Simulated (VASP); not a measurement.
# As in VASP: single point with PBE

Aim: the single point of As with PBE.

Everything below comes from runs of VASP 6.6.1. Logs are shortened: lines on timing, memory, paths and dates and some standing lists are left out, and cuts for length are marked.

### 1 The cell of the first run

The cell holds a slab with vacuum, 2 atoms: a = 3.497 Å, b = 3.497 Å, c = 28.000 Å, α = 90.00°, β = 90.00°, γ = 120.00°.

### 2 Single point, PBE

Input file INCAR:

```
SYSTEM = As
PREC = Accurate ; ENCUT = 400
EDIFF = 1E-6 ; ISMEAR = 0
SIGMA = 0.02 ; LREAL = .False.
LASPH = .True. ; NELM = 120
ALGO = Normal ; ISIF = 2
LWAVE = .False. ; LCHARG = .False.
LDIPOL = .True. ; IDIPOL = 3
DIPOL = 0.5 0.5 0.500 ; GGA = PE
NBANDS = 22 ; GGA_COMPAT = .False.
NELMDL = -8
```

Input file KPOINTS:

```
Automatic mesh
0
Gamma
  9 9 1
  0 0 0
```

Input file POSCAR:

```
As
1.0
    3.4970000000      0.0000000000      0.0000000000
   -1.7485000000      3.0284908370      0.0000000000
    0.0000000000      0.0000000000     28.0000000000
As
2
Direct
    0.3333333333      0.6666666667      0.5000000000
    0.6666666667      0.3333333333      0.5000000000
```

Potentials or basis: VASP PAW PBE potentials, release 64 (As_d).

The run is started by

```bash
cat potpaw_PBE.64/As_d/POTCAR > POTCAR
mpirun -np 1 vasp_std > vasp.out
```

OUTCAR:

```text
SYSTEM = As
   PREC = Accurate
   ENCUT = 400
   EDIFF = 1E-6
   ISMEAR = 0
   LREAL = .False.
   LASPH = .True.
   NELM = 120
   ISIF = 2
   GGA = PE
   NELMDL = -8

 ion  position               nearest neighbor table
   1  0.333  0.667  0.500-   2 2.02   2 2.02   2 2.02
   2  0.667  0.333  0.500-   1 2.02   1 2.02   1 2.02

  LATTYP: Found a hexagonal cell.
 ALAT       =     3.4970000000
 C/A-ratio  =     8.0068630255

  Lattice vectors:

 A1 = (   3.4970000000,   0.0000000000,   0.0000000000)
 A2 = (  -1.7485000000,   3.0284908370,   0.0000000000)
 A3 = (   0.0000000000,   0.0000000000,  28.0000000000)

Analysis of symmetry for initial positions (statically):
=====================================================================
 Subroutine PRICEL returns:
 Original cell was already a primitive cell.

 Routine SETGRP: Setting up the symmetry group for a
 hexagonal supercell.

 Subroutine GETGRP returns: Found 24 space group operations
 (whereof 24 operations were pure point group operations)
 out of a pool of 24 trial point group operations.

The static configuration has the point symmetry D_6h.

Analysis of symmetry for dynamics (positions and initial velocities):
=====================================================================
 Subroutine PRICEL returns:
 Original cell was already a primitive cell.

 Routine SETGRP: Setting up the symmetry group for a
 hexagonal supercell.

 Subroutine GETGRP returns: Found 24 space group operations
 (whereof 24 operations were pure point group operations)
 out of a pool of 24 trial point group operations.

The dynamic configuration has the point symmetry D_6h.

 Subroutine INISYM returns: Found 24 space group operations
 (whereof 24 operations are pure point group operations),
 and found     1 'primitive' translations

----------------------------------------------------------------------------------------

                                     Primitive cell

  volume of cell :     296.5377

  direct lattice vectors                    reciprocal lattice vectors
     3.497000000  0.000000000  0.000000000     0.285959394  0.165098733  0.000000000
    -1.748500000  3.028490837  0.000000000     0.000000000  0.330197466  0.000000000
     0.000000000  0.000000000 28.000000000     0.000000000  0.000000000  0.035714286

  length of vectors
     3.497000000  3.497000000 28.000000000     0.330197466  0.330197466  0.035714286

  position of ions in fractional coordinates (direct lattice)
     0.333333333  0.666666667  0.500000000
     0.666666667  0.333333333  0.500000000

  ion indices of the primitive-cell ions
   primitive index   ion index
                 1           1
                 2           2

----------------------------------------------------------------------------------------

 KPOINTS: Automatic mesh

Automatic generation of k-mesh.
 Grid dimensions read from file:
 generate k-points for:    9    9    1

 Generating k-lattice:

  Cartesian coordinates                     Fractional coordinates (reciprocal lattice)
     0.031773266  0.018344304  0.000000000     0.111111111  0.000000000  0.000000000
     0.000000000  0.036688607  0.000000000     0.000000000  0.111111111  0.000000000
     0.000000000  0.000000000  0.035714286     0.000000000  0.000000000  1.000000000

  Length of vectors
     0.036688607  0.036688607  0.035714286

  Shift w.r.t. Gamma in fractional coordinates (k-lattice)
     0.000000000  0.000000000  0.000000000

 Subroutine IBZKPT returns following result:
 ===========================================

 Found     12 irreducible k-points:

 Following reciprocal coordinates:
            Coordinates               Weight
  0.000000  0.000000  0.000000      1.000000
  0.111111  0.000000  0.000000      6.000000
  0.222222  0.000000  0.000000      6.000000
  0.333333  0.000000  0.000000      6.000000
  0.444444  0.000000  0.000000      6.000000
  0.111111  0.111111  0.000000      6.000000
  0.222222  0.111111  0.000000     12.000000
  0.333333  0.111111  0.000000     12.000000
  0.444444  0.111111  0.000000      6.000000
  0.222222  0.222222  0.000000      6.000000
  0.333333  0.222222  0.000000     12.000000
  0.333333  0.333333  0.000000      2.000000
   k-points           NKPTS =     12   k-points in BZ     NKDIM =     12   number of bands    NBANDS=     22
   number of dos      NEDOS =    301   number of ions     NIONS =      2
   total plane-waves  NPLWV = 110592
   dimension x,y,z NGX =    24 NGY =   24 NGZ =  192
   dimension x,y,z NGXF=    48 NGYF=   48 NGZF=  384
   ions per type =               2
   NGX,Y,Z   is equivalent  to a cutoff of  11.41, 11.41, 11.40 a.u.
   NGXF,Y,Z  is equivalent  to a cutoff of  22.82, 22.82, 22.80 a.u.
 SYSTEM =  As
   PREC   = accura    normal or accurate (medium, high low for compatibility)
   ISTART =      0    job   : 0-new  1-cont  2-samecut
   ICHARG =      2    charge: 1-file 2-atom 10-const
   ISPIN  =      1    spin polarized calculation?
   LNONCOLLINEAR =      F non collinear calculations
   LSORBIT =      F    spin-orbit coupling
   LASPH  =      T    aspherical Exc in radial PAW
   ENCUT  =  400.0 eV  29.40 Ry    5.42 a.u.   5.70  5.70 45.66*2*pi/ulx,y,z
   NELM   =    120;   NELMIN=  2; NELMDL= -8     # of ELM steps
   EDIFF  = 0.1E-05   stopping-criterion for ELM
   LREAL  =      F    real-space projection
   EDIFFG = 0.1E-04   stopping-criterion for IOM
   NSW    =      0    number of steps for IOM
   IBRION =     -1    ionic relax: 0-MD 1-quasi-New 2-CG
   NFREE  =      0    steps in history (QN), initial steepest desc. (CG)
   ISIF   =      2    stress and relaxation
   ISYM   =      2    0-nonsym 1-usesym 2-fastsym
   POTIM  = 0.5000    time-step for ionic-motion
   TEBEG  =    0.0;   TEEND  =   0.0 temperature during run
   PSTRESS=    0.0 pullay stress
   NELECT =      30.0000    total number of electrons
   NUPDOWN=      -1.0000    fix difference up-down
   EMIN   =  10.00;   EMAX   =-10.00  energy-range for DOS
   EFERMI =   0.00;   METHOD = LEGACY
   ISMEAR =     0;   SIGMA  =   0.02  broadening in eV -4-tet -1-fermi 0-gaus
   EFERMI_NEDOS =   21; number of points for ismear=-14 and -15
   IALGO  =     38    algorithm
   IMIX   =      4    mixing-type and parameters
     AMIX     =   0.40;   BMIX     =  1.00
     AMIX_MAG =   1.60;   BMIX_MAG =  1.00
  volume/ion in A,a.u.               =     148.27      1000.57
  Fermi-wavevector in a.u.,A,eV,Ry     =   0.762820  1.441520  7.917149  0.581894
  Thomas-Fermi vector in A             =   1.862365
   LORBIT       =      0    0 simple, 1 ext, 2 COOP (PROOUT), +10 PAW based schemes
   GGA     = PE    functional components
   LHFCALC =     F    Hartree Fock is set to
   AEXX    =    0.0000 exact exchange contribution
   IVDW    =     0    specifies the selected vdW correction
   LEPSILON=     F    determine dielectric tensor
   LRPA    =     F    only Hartree local field effects (RPA)
 non-spin polarized calculation
 Gauss-broadening in eV      SIGMA  =   0.02
  energy-cutoff  :      400.00
  volume of cell :      296.54
 maximum number of plane-waves:      5416
 NGX is ok and might be reduce to    24
   NGX = 11   NGY = 11   NGZ = 91

 dipolmoment           0.000000      0.000000      0.000000 electrons x Angstroem

 number of electron      29.9999921 magnetization

 dipolmoment           0.000000      0.000000     -0.000000 electrons x Angstroem

 Free energy of the ion-electron system (eV)
  ---------------------------------------------------
  ext. energy  EPLUGINS =         0.00000000
  ---------------------------------------------------
  free energy    TOTEN  =        -3.27088102 eV

  energy without entropy =       -3.27088101  energy(sigma->0) =       -3.27088101

 E-fermi :  -2.5832     XC(G=0):  -1.7870

 val. band max:       -2.6596882416   @ k =   0.3333   0.1111   0.0000
 cond. band min:      -2.5085303494   @ k =   0.2222   0.2222   0.0000
 fundamental gap:      0.1511578922
 Fermi energy:        -2.5832199948

 k-point     1 :       0.0000    0.0000    0.0000
  band No.  band energies     occupation
      1     -39.8490      2.00000
      2     -39.8490      2.00000
      3     -39.7070      2.00000
      4     -39.5967      2.00000
      5     -39.5967      2.00000
      6     -39.5413      2.00000
[... 14 lines left out ...]
     21       1.4987      0.00000
     22       1.6869      0.00000

 k-point     2 :       0.1111    0.0000    0.0000
  band No.  band energies     occupation
      1     -39.8860      2.00000
      2     -39.8773      2.00000
      3     -39.7230      2.00000
      4     -39.6003      2.00000
      5     -39.5909      2.00000
      6     -39.4997      2.00000
[... 14 lines left out ...]
     21       1.6993      0.00000
     22       1.8885      0.00000

 k-point     3 :       0.2222    0.0000    0.0000
  band No.  band energies     occupation
      1     -39.9555      2.00000
      2     -39.9419      2.00000
      3     -39.7316      2.00000
      4     -39.6089      2.00000
      5     -39.5748      2.00000
      6     -39.4190      2.00000
[... 14 lines left out ...]
     21       1.9172      0.00000
     22       2.3020      0.00000
[... 176 lines left out ...]
 k-point    11 :       0.3333    0.2222    0.0000
  band No.  band energies     occupation
      1     -40.1412      2.00000
      2     -39.9101      2.00000
      3     -39.7899      2.00000
      4     -39.6358      2.00000
      5     -39.4977      2.00000
      6     -39.4130      2.00000
[... 14 lines left out ...]
     21       4.9462      0.00000
     22       5.2024      0.00000

 k-point    12 :       0.3333    0.3333    0.0000
  band No.  band energies     occupation
      1     -40.1606      2.00000
      2     -39.8484      2.00000
      3     -39.8484      2.00000
      4     -39.6399      2.00000
      5     -39.4554      2.00000
      6     -39.4554      2.00000
[... 14 lines left out ...]
     21       4.7745      0.00000
     22       5.7502      0.00000

------------------------ aborting loop because EDIFF is reached ----------------------------------------

 vacuum level on the upper side and lower side of the slab       (xc-potential included)        -0.006        -0.006

  FORCE on cell =-STRESS in cart. coord.  units (eV):
  Direction    XX          YY          ZZ          XY          YZ          ZX
  --------------------------------------------------------------------------------------
  -------------------------------------------------------------------------------------
  Total       27.3138639     27.3138639     -0.0774502      0.0000000     -0.0000000      0.0000000
  in kB      147.5753409    147.5753409     -0.4184592      0.0000000     -0.0000000      0.0000000
  external PRESSURE =      98.2440742 kB  Pullay stress =       0.0000000 kB

 VOLUME and BASIS-vectors are now :
 -----------------------------------------------------------------------------
  energy-cutoff  :      400.00
  volume of cell :      296.54
      direct lattice vectors                 reciprocal lattice vectors
     3.497000000  0.000000000  0.000000000     0.285959394  0.165098733  0.000000000
    -1.748500000  3.028490837  0.000000000     0.000000000  0.330197466  0.000000000
     0.000000000  0.000000000 28.000000000     0.000000000  0.000000000  0.035714286

 POSITION                                       TOTAL-FORCE (eV/Angst)
 -----------------------------------------------------------------------------------
     -0.00000      2.01899     14.00000        -0.000000      0.000000      0.000000
      1.74850      1.00950     14.00000         0.000000     -0.000000      0.000000
 -----------------------------------------------------------------------------------
    total drift:                                0.000000      0.000000      0.000000

  FREE ENERGIE OF THE ION-ELECTRON SYSTEM (eV)
  ---------------------------------------------------
  free  energy   TOTEN  =        -3.2708810157 eV

  energy  without entropy=       -3.2708810142  energy(sigma->0) =       -3.27088101

 vacuum level on the upper side and lower side of the slab         1.100         1.100
```

Wall time 75 s (1 thread of AMD EPYC 7R13 (Zen 3), shared host); peak memory 0.28 GiB.

What came out:

* Free energy: -3.2709 eV
* Band gap on the k mesh: zero (bands 15 and 16 overlap by 1.56 eV)

The gap in the log of VASP goes by the Fermi energy; the results here count the filled bands.